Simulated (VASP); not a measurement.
Input of a VASP 6.6.1 run:

The input INCAR:

```
PREC = Accurate ; ENCUT = 520
EDIFF = 1E-6 ; ISMEAR = 0
SIGMA = 0.05 ; LREAL = False
LASPH = True ; NELM = 80
ALGO = Normal ; ISIF = 2
LWAVE = False ; LCHARG = False
GGA = PE ; IVDW = 12
NBANDS = 16
```

KPOINTS

```
regular mesh
0
Gamma
  12 12 4
```

Contents of POSCAR:

```
BN
1.0
    2.5087338168      0.0000000000      0.0000000000
   -1.2543669084      2.1726272167      0.0000000000
    0.0000000000      0.0000000000      6.8660327285
B N
2 2
Direct
    0.3333333333      0.6666666667      0.2500000000
    0.6666666667      0.3333333333      0.7500000000
    0.3333333333      0.6666666667      0.7500000000
    0.6666666667      0.3333333333      0.2500000000
```

Potentials or basis: VASP PAW PBE potentials, release 64 (B, N).

Launch:

```bash
$ cat potpaw_PBE.64/B/POTCAR potpaw_PBE.64/N/POTCAR > POTCAR
$ mpirun -np 1 vasp_std > vasp.out
```

**Question.** What does it give for the dispersion energy per atom?

**Answer.** -0.135 eV.

**Question.** Predict the pressure.

**Answer.** -0.8 GPa.

**Question.** What does it give for the band gap on the k mesh?

**Answer.** 4.32 eV (least direct gap 4.64 eV).

Stress tensor (GPa, compression positive):
```
-0.70  0.00  0.00
 0.00 -0.70  0.00
 0.00  0.00 -0.99
```

A k mesh can miss the band edges. As with any semilocal functional, this PBE gap is likely too small.
